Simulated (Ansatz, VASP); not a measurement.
**ScGa3 in VASP and in Ansatz**

Contents of INCAR:

```
SYSTEM = ScGa3
PREC = Accurate
ENCUT = 520
EDIFF = 1E-6
ISMEAR = -1
SIGMA = 0.05
LREAL = .False.
LASPH = .True.
NELM = 80
ALGO = Normal
ISIF = 2
LWAVE = .False.
LCHARG = .False.
GGA = CA
NBANDS = 33
```

File KPOINTS:

```
Automatic mesh
0
Gamma
  9 9 9
  0 0 0
```

The input POSCAR:

```
ScGa3
1.0
    4.0813042455      0.0000000000      0.0000000000
    0.0000000000      4.0813042455      0.0000000000
    0.0000000000      0.0000000000      4.0813042455
Sc Ga
1 3
Direct
    0.0000000000      0.0000000000      0.0000000000
    0.0000000000      0.5000000000      0.5000000000
    0.5000000000      0.0000000000      0.5000000000
    0.5000000000      0.5000000000      0.0000000000
```

Input for Ansatz:

```yaml
crystal:
  lattice:
    - [4.0813042455, 0.0, 0.0]
    - [0.0, 4.0813042455, 0.0]
    - [0.0, 0.0, 4.0813042455]
  atoms:
    - { symbol: Sc, position: [0.0, 0.0, 0.0] }
    - { symbol: Ga, position: [0.0, 0.5, 0.5] }
    - { symbol: Ga, position: [0.5, 0.0, 0.5] }
    - { symbol: Ga, position: [0.5, 0.5, 0.0] }
kpoints:
  mp_grid: { grid: [9, 9, 9] }
  band_path:
    path:
      - [0.0, 0.0, 0.0]
      - [0.0, 0.5, 0.0]
      - [0.5, 0.5, 0.0]
      - [0.0, 0.0, 0.0]
      - [0.5, 0.5, 0.5]
      - [0.0, 0.5, 0.0]
      - [0.5, 0.5, 0.5]
      - [0.5, 0.5, 0.0]
    npoints: 5
scf:
  occupations: { method: fermi_dirac, width: 0.05 }
hamiltonian:
  xc: lda
  pseudopotentials: { kind: all_electron, lapw: { basis_error: 0.001 } }
output:
  forces: true
  stress: true
  eigenvalues: true
```

Change from the starting cell: volume scaled by 0.99.

Alike in both runs: task single point; functional LDA; k mesh 9 × 9 × 9; occupations fermi-dirac, width 0.05 eV; no spin polarisation.

|  | VASP | Ansatz |
| --- | --- | --- |
| version | VASP 6.6.1 | Ansatz 0.2.0 |
| potentials or method | VASP PAW LDA potentials, release 64 (Sc_sv, Ga_d), cutoff 520 eV | all-electron LAPW, scalar-relativistic |

|  | VASP | Ansatz | Ansatz less VASP |
| --- | --- | --- | --- |
| pressure (GPa) | -4.5 | -4.8 | -0.24 |

LDA's correlation is that of Perdew and Zunger in VASP and of Perdew and Wang (1992) in Ansatz. Ansatz ran all-electron here, and VASP with PAW potentials.
